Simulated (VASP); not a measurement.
# C (Fd-3m) in VASP: further runs

Runs on C. Level: r2SCAN. Tasks: single point, relaxation of cell and atoms.

Program: VASP 6.6.1. These are calculated values, not measurements. Logs are shortened: lines on timing, memory, paths and dates and some standing lists are left out, and cuts for length are marked.

## (1) The cell of the first run

It takes space group Fd-3m (No. 227, cubic). The conventional cell has a = 3.560 Å, b = 3.560 Å, c = 3.560 Å, α = 90.00°, β = 90.00°, γ = 90.00°. Within 2.1 Å of C (site symmetry -43m) lie 4 C at 1.54 Å.

## (2) Single point, r2SCAN

Contents of POSCAR:

```
C
1.0
    0.0000000000      1.7801381626      1.7801381626
    1.7801381626      0.0000000000      1.7801381626
    1.7801381626      1.7801381626      0.0000000000
C
2
Direct
    0.5000000000      0.5000000000      0.5000000000
    0.7500000000      0.7500000000      0.7500000000
```

Contents of INCAR.step1:

```
SYSTEM = C
PREC = Accurate
ENCUT = 660
ISMEAR = 0
SIGMA = 0.02
LREAL = .False.
LASPH = .True.
NELM = 120
NBANDS = 11
GGA = PE
ALGO = Normal
EDIFF = 1E-5
LWAVE = .True.
LCHARG = .False.
GGA_COMPAT = .False.
```

Contents of INCAR.step2:

```
SYSTEM = C
PREC = Accurate
ENCUT = 660
EDIFF = 1E-6
ISMEAR = 0
SIGMA = 0.02
LREAL = .False.
LASPH = .True.
NELM = 120
ALGO = Normal
ISIF = 2
LWAVE = .False.
LCHARG = .False.
METAGGA = R2SCAN
LMIXTAU = .True.
NBANDS = 11
ISTART = 1
GGA_COMPAT = .False.
```

Contents of KPOINTS:

```
Automatic mesh
0
Gamma
  12 12 12
  0 0 0
```

Potentials or basis: VASP PAW PBE potentials, release 64 (C).

Started as:

```sh
$ cat potpaw_PBE.64/C/POTCAR > POTCAR
$ cp INCAR.step1 INCAR
$ mpirun -np 1 vasp_std > vasp.out
$ cp INCAR.step2 INCAR
$ mpirun -np 1 vasp_std > vasp.out
```

OUTCAR:

```text
SYSTEM = C
   PREC = Accurate
   ENCUT = 660
   EDIFF = 1E-6
   ISMEAR = 0
   LREAL = .False.
   LASPH = .True.
   NELM = 120
   ISIF = 2
   METAGGA = R2SCAN
   ISTART = 1

 ion  position               nearest neighbor table
   1  0.500  0.500  0.500-   2 1.54   2 1.54   2 1.54   2 1.54
   2  0.750  0.750  0.750-   1 1.54   1 1.54   1 1.54   1 1.54

  LATTYP: Found a face centered cubic cell.
 ALAT       =     3.5602763252

  Lattice vectors:

 A1 = (   0.0000000000,   1.7801381626,   1.7801381626)
 A2 = (   1.7801381626,   0.0000000000,   1.7801381626)
 A3 = (   1.7801381626,   1.7801381626,   0.0000000000)

Analysis of symmetry for initial positions (statically):
=====================================================================
 Subroutine PRICEL returns:
 Original cell was already a primitive cell.

 Routine SETGRP: Setting up the symmetry group for a
 face centered cubic supercell.

 Subroutine GETGRP returns: Found 48 space group operations
 (whereof 24 operations were pure point group operations)
 out of a pool of 48 trial point group operations.

The static configuration has the point symmetry T_d .
 The point group associated with its full space group is O_h .

Analysis of symmetry for dynamics (positions and initial velocities):
=====================================================================
 Subroutine PRICEL returns:
 Original cell was already a primitive cell.

 Routine SETGRP: Setting up the symmetry group for a
 face centered cubic supercell.

 Subroutine GETGRP returns: Found 48 space group operations
 (whereof 24 operations were pure point group operations)
 out of a pool of 48 trial point group operations.

The dynamic configuration has the point symmetry T_d .
 The point group associated with its full space group is O_h .

 Subroutine INISYM returns: Found 48 space group operations
 (whereof 24 operations are pure point group operations),
 and found     1 'primitive' translations

----------------------------------------------------------------------------------------

                                     Primitive cell

  volume of cell :      11.2821

  direct lattice vectors                    reciprocal lattice vectors
     0.000000000  1.780138163  1.780138163    -0.280877075  0.280877075  0.280877075
     1.780138163  0.000000000  1.780138163     0.280877075 -0.280877075  0.280877075
     1.780138163  1.780138163  0.000000000     0.280877075  0.280877075 -0.280877075

  length of vectors
     2.517495532  2.517495532  2.517495532     0.486493364  0.486493364  0.486493364

  position of ions in fractional coordinates (direct lattice)
     0.500000000  0.500000000  0.500000000
     0.750000000  0.750000000  0.750000000

  ion indices of the primitive-cell ions
   primitive index   ion index
                 1           1
                 2           2

----------------------------------------------------------------------------------------

 KPOINTS: Automatic mesh

Automatic generation of k-mesh.
 Grid dimensions read from file:
 generate k-points for:   12   12   12

 Generating k-lattice:

  Cartesian coordinates                     Fractional coordinates (reciprocal lattice)
    -0.023406423  0.023406423  0.023406423     0.083333333  0.000000000  0.000000000
     0.023406423 -0.023406423  0.023406423     0.000000000  0.083333333  0.000000000
     0.023406423  0.023406423 -0.023406423     0.000000000  0.000000000  0.083333333

  Length of vectors
     0.040541114  0.040541114  0.040541114

  Shift w.r.t. Gamma in fractional coordinates (k-lattice)
     0.000000000  0.000000000  0.000000000

 Subroutine IBZKPT returns following result:
 ===========================================

 Found     72 irreducible k-points:

 Following reciprocal coordinates:
            Coordinates               Weight
  0.000000  0.000000  0.000000      1.000000
  0.083333  0.000000  0.000000      8.000000
  0.166667  0.000000  0.000000      8.000000
  0.250000  0.000000  0.000000      8.000000
  0.333333  0.000000  0.000000      8.000000
  0.416667  0.000000  0.000000      8.000000
[... 16 lines left out ...]
  0.500000  0.166667  0.000000     24.000000
 -0.416667  0.166667  0.000000     24.000000
 [... further k-points ...]
   k-points           NKPTS =     72   k-points in BZ     NKDIM =     72   number of bands    NBANDS=     11
   number of dos      NEDOS =    301   number of ions     NIONS =      2
   total plane-waves  NPLWV =  13824
   dimension x,y,z NGX =    24 NGY =   24 NGZ =   24
   dimension x,y,z NGXF=    48 NGYF=   48 NGZF=   48
   ions per type =               2
   NGX,Y,Z   is equivalent  to a cutoff of  15.85, 15.85, 15.85 a.u.
   NGXF,Y,Z  is equivalent  to a cutoff of  31.70, 31.70, 31.70 a.u.
 SYSTEM =  C
   PREC   = accura    normal or accurate (medium, high low for compatibility)
   ISTART =      1    job   : 0-new  1-cont  2-samecut
   ICHARG =      0    charge: 1-file 2-atom 10-const
   ISPIN  =      1    spin polarized calculation?
   LNONCOLLINEAR =      F non collinear calculations
   LSORBIT =      F    spin-orbit coupling
   LASPH  =      T    aspherical Exc in radial PAW
   ENCUT  =  660.0 eV  48.51 Ry    6.96 a.u.   5.27  5.27  5.27*2*pi/ulx,y,z
   NELM   =    120;   NELMIN=  2; NELMDL=  0     # of ELM steps
   EDIFF  = 0.1E-05   stopping-criterion for ELM
   LREAL  =      F    real-space projection
   EDIFFG = 0.1E-04   stopping-criterion for IOM
   NSW    =      0    number of steps for IOM
   IBRION =     -1    ionic relax: 0-MD 1-quasi-New 2-CG
   NFREE  =      0    steps in history (QN), initial steepest desc. (CG)
   ISIF   =      2    stress and relaxation
   ISYM   =      2    0-nonsym 1-usesym 2-fastsym
   POTIM  = 0.5000    time-step for ionic-motion
   TEBEG  =    0.0;   TEEND  =   0.0 temperature during run
   PSTRESS=    0.0 pullay stress
   NELECT =       8.0000    total number of electrons
   NUPDOWN=      -1.0000    fix difference up-down
   EMIN   =  10.00;   EMAX   =-10.00  energy-range for DOS
   EFERMI =   0.00;   METHOD = LEGACY
   ISMEAR =     0;   SIGMA  =   0.02  broadening in eV -4-tet -1-fermi 0-gaus
   EFERMI_NEDOS =   21; number of points for ismear=-14 and -15
   IALGO  =     38    algorithm
   IMIX   =      4    mixing-type and parameters
     AMIX     =   0.40;   BMIX     =  1.00
     AMIX_MAG =   1.60;   BMIX_MAG =  1.00
  volume/ion in A,a.u.               =       5.64        38.07
  Fermi-wavevector in a.u.,A,eV,Ry     =   1.459848  2.758714 28.996160  2.131158
  Thomas-Fermi vector in A             =   2.576367
   LORBIT       =      0    0 simple, 1 ext, 2 COOP (PROOUT), +10 PAW based schemes
   METAGGA = R2SCAN    functional components
   LHFCALC =     F    Hartree Fock is set to
   AEXX    =    0.0000 exact exchange contribution
   IVDW    =     0    specifies the selected vdW correction
   LEPSILON=     F    determine dielectric tensor
   LRPA    =     F    only Hartree local field effects (RPA)
 non-spin polarized calculation
 Gauss-broadening in eV      SIGMA  =   0.02
  energy-cutoff  :      660.00
  volume of cell :       11.28
 maximum number of plane-waves:       448
 NGX is ok and might be reduce to    24
   NGX = 11   NGY = 11   NGZ = 11

 number of electron       8.0000000 magnetization

 Free energy of the ion-electron system (eV)
  ---------------------------------------------------
  ext. energy  EPLUGINS =         0.00000000
  ---------------------------------------------------
  free energy    TOTEN  =       -19.66915695 eV

  energy without entropy =      -19.66915695  energy(sigma->0) =      -19.66915695

 E-fermi :   9.9604     XC(G=0): -14.2867

 val. band max:        9.7889973066   @ k =   0.0000   0.0000   0.0000
 cond. band min:      14.1456615766   @ k =   0.3333   0.3333   0.0000
 fundamental gap:      4.3566642699
 Fermi energy:         9.9604033149

 k-point     1 :       0.0000    0.0000    0.0000
  band No.  band energies     occupation
      1     -12.9800      2.00000
      2       9.7890      2.00000
      3       9.7890      2.00000
      4       9.7890      2.00000
      5      15.6400      0.00000
      6      15.6400      0.00000
      7      15.6400      0.00000
      8      23.7365      0.00000
      9      30.2625      0.00000
     10      37.2391      0.00000
     11      37.2391      0.00000

 k-point     2 :       0.0833    0.0000    0.0000
  band No.  band energies     occupation
      1     -12.7787      2.00000
      2       8.4666      2.00000
      3       9.4419      2.00000
      4       9.4419      2.00000
      5      16.0949      0.00000
      6      16.0949      0.00000
      7      16.4142      0.00000
      8      23.9363      0.00000
      9      30.6068      0.00000
     10      35.1800      0.00000
     11      35.1800      0.00000

 k-point     3 :       0.1667    0.0000    0.0000
  band No.  band energies     occupation
      1     -12.1767      2.00000
      2       5.7639      2.00000
      3       8.6913      2.00000
      4       8.6913      2.00000
      5      17.0801      0.00000
      6      17.0801      0.00000
      7      17.5642      0.00000
      8      24.5108      0.00000
      9      31.3253      0.00000
     10      33.5341      0.00000
     11      33.5341      0.00000
[... 267 lines left out ...]
 k-point    23 :       0.5000    0.1667    0.0000
  band No.  band energies     occupation
      1      -6.9844      2.00000
      2      -2.9390      2.00000
      3       4.4603      2.00000
      4       5.5613      2.00000
      5      17.2550      0.00000
      6      21.1175      0.00000
      7      21.5995      0.00000
      8      24.9685      0.00000
      9      31.1739      0.00000
     10      35.0793      0.00000
     11      37.7151      0.00000

 k-point    24 :      -0.4167    0.1667    0.0000
  band No.  band energies     occupation
      1      -6.5555      2.00000
      2      -3.4592      2.00000
      3       3.9479      2.00000
      4       5.9619      2.00000
      5      17.7174      0.00000
      6      20.5885      0.00000
      7      21.5763      0.00000
      8      26.2407      0.00000
      9      30.4119      0.00000
     10      35.1222      0.00000
     11      35.8898      0.00000

 [... further k-points ...]

------------------------ aborting loop because EDIFF is reached ----------------------------------------

  FORCE on cell =-STRESS in cart. coord.  units (eV):
  Direction    XX          YY          ZZ          XY          YZ          ZX
  --------------------------------------------------------------------------------------
  -------------------------------------------------------------------------------------
  Total        0.0097428      0.0097428      0.0097428     -0.0000000      0.0000000      0.0000000
  in kB        1.3835783      1.3835783      1.3835783     -0.0000000      0.0000000      0.0000000
  external PRESSURE =       1.3835783 kB  Pullay stress =       0.0000000 kB

 VOLUME and BASIS-vectors are now :
 -----------------------------------------------------------------------------
  energy-cutoff  :      660.00
  volume of cell :       11.28
      direct lattice vectors                 reciprocal lattice vectors
     0.000000000  1.780138163  1.780138163    -0.280877075  0.280877075  0.280877075
     1.780138163  0.000000000  1.780138163     0.280877075 -0.280877075  0.280877075
     1.780138163  1.780138163  0.000000000     0.280877075  0.280877075 -0.280877075

 POSITION                                       TOTAL-FORCE (eV/Angst)
 -----------------------------------------------------------------------------------
      1.78014      1.78014      1.78014         0.000000     -0.000000      0.000000
      2.67021      2.67021      2.67021        -0.000000      0.000000     -0.000000
 -----------------------------------------------------------------------------------
    total drift:                                0.000000      0.000000      0.000000

  FREE ENERGIE OF THE ION-ELECTRON SYSTEM (eV)
  ---------------------------------------------------
  free  energy   TOTEN  =       -19.6691569517 eV

  energy  without entropy=      -19.6691569517  energy(sigma->0) =      -19.66915695
```

It took 24 s on 1 thread of Intel Xeon Platinum 8375C at 2.90GHz (Ice Lake), shared host; peak memory 0.13 GiB.

What came out:

```yaml
Free_energy: -19.6692 eV
Pressure: 0.1 GPa
Band_gap_on_the_k_mesh: 4.36 eV, indirect (least direct gap 5.85 eV)
```

Caveat: the PAW data sets were made with another functional, which shifts forces and pressure a little. A k mesh can miss the band edges.

## (3) Relaxation of cell and atoms, r2SCAN

This run uses another cell than the first one, of 5.67 Å³/atom, 1.006 times its volume.

Contents of POSCAR:

```
C
1.0
    0.0000000000      1.7834000000      1.7834000000
    1.7834000000      0.0000000000      1.7834000000
    1.7834000000      1.7834000000      0.0000000000
C
2
Direct
    0.5000000000      0.5000000000      0.5000000000
    0.7500000000      0.7500000000      0.7500000000
```

Contents of INCAR.step1:

```
  PREC = Accurate
  ENCUT = 660
  ISMEAR = 0
  SIGMA = 0.02
  LREAL = False
  LASPH = True
  NELM = 120
  GGA = PE
  ALGO = Normal
  EDIFF = 1E-5
  LWAVE = True
  LCHARG = False
  GGA_COMPAT = False
  IBRION = 2
  ISIF = 3
  EDIFFG = -0.005
  NELMIN = 4
  NSW = 100
```

Contents of INCAR.step2:

```
  PREC = Accurate
  ENCUT = 660
  EDIFF = 1E-7
  ISMEAR = 0
  SIGMA = 0.02
  LREAL = False
  LASPH = True
  NELM = 120
  ALGO = Normal
  ISIF = 3
  LWAVE = False
  LCHARG = False
  METAGGA = R2SCAN
  LMIXTAU = True
  IBRION = 2
  NSW = 100
  EDIFFG = -0.002
  ISTART = 1
  GGA_COMPAT = False
  NELMIN = 4
```

Contents of KPOINTS:

```
Automatic mesh
0
Gamma
  12 12 12
```

Potentials or basis: VASP PAW PBE potentials, release 64 (C).

Started as:

```sh
$ cat potpaw_PBE.64/C/POTCAR > POTCAR
$ cp INCAR.step1 INCAR
$ mpirun -np 1 vasp_std > vasp.out
$ cp INCAR.step2 INCAR
$ mpirun -np 1 vasp_std > vasp.out
```

It took 50 s on 1 thread of Intel Xeon Platinum 8375C at 2.90GHz (Ice Lake), shared host; peak memory 0.14 GiB.

It converged, with:

```
Free energy                            : -19.6695 eV
Relaxed volume                         : 5.64 Å³/atom
Relaxed cell                           : a = 2.518 Å, b = 2.518 Å, c = 2.518 Å, α = 60.00°, β = 60.00°, γ = 60.00°
Space group after relaxing (to 0.05 Å) : Fd-3m (No. 227)
Energy gained by relaxing              : 0.2 meV/atom
Ionic steps                            : 3
Pressure after relaxing                : 0.0 GPa
Band gap on the k mesh                 : 4.36 eV, indirect (least direct gap 5.85 eV)
```

Step by step:
```tsv
step	energy change (eV)	largest force (eV/Å)	pressure (GPa)	volume (Å³)
1	0.0000	0.0000	-2.33	11.34
2	0.0003	0.0000	3.08	11.21
3	-0.0004	0.0000	0.01	11.29
```

Final structure:
```
C
1.0
     0.00000    1.78030    1.78030
     1.78030    0.00000    1.78030
     1.78030    1.78030    0.00000
C
2
Direct
  0.50000 0.50000 0.50000
  0.75000 0.75000 0.75000
```

Levels at points of the mesh, in eV from the valence-band top:
```tsv
k point	band 1	band 2	band 3	band 4	band 5	band 6	band 7	band 8
(0.00, 0.00, 0.00)	-22.77	0.00	0.00	0.00	5.85	5.85	5.85	13.94
(0.50, 0.00, 0.00)	-16.79	-14.10	-2.99	-2.99	8.90	8.90	9.20	16.75
(0.50, 0.50, 0.00)	-13.62	-13.62	-6.69	-6.69	5.01	5.01	17.95	17.95
```

Caveat: the PAW data sets were made with another functional, which shifts forces and pressure a little. r2SCAN opens gaps a little over a GGA but as a rule still falls short of measured ones.
